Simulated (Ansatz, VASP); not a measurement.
## Two plane-wave programs on TaN

```xyz
2
Lattice="2.9240 0.0000 0.0000 -1.4620 2.5322 0.0000 0.0000 0.0000 2.8708" Properties=species:S:1:pos:R:3 pbc="T T T"
Ta    0.0000    0.0000    1.4354
N     1.4620    0.8441    0.0000
```

Alike in both runs: functional PBEsol; k mesh 18 × 18 × 16; occupations fermi-dirac, width 0.05 eV; no spin polarisation.

Ansatz relaxed the structure, and its values are those at the end. VASP's run is a single point on that final structure, the one shown.

```csv
,VASP,Ansatz
version,VASP 6.6.1,Ansatz 0.2.0
potentials or method,"VASP PAW PBE potentials, release 64 (Ta_pv, N)","PAW with Ansatz's default frozen-core files, scalar-relativistic"
plane-wave cutoff (eV),520,420
valence electrons in the cell,16,18
```

```csv
,VASP,Ansatz,Ansatz less VASP
pressure (GPa),0.8,0.0,-0.85
```

VASP's potentials were made for PBE, not for PBEsol. VASP's potentials hold 16 valence electrons a cell and Ansatz's 18, so a difference there can come from the potentials and not from the codes.

Neither program's run includes spin-orbit coupling.
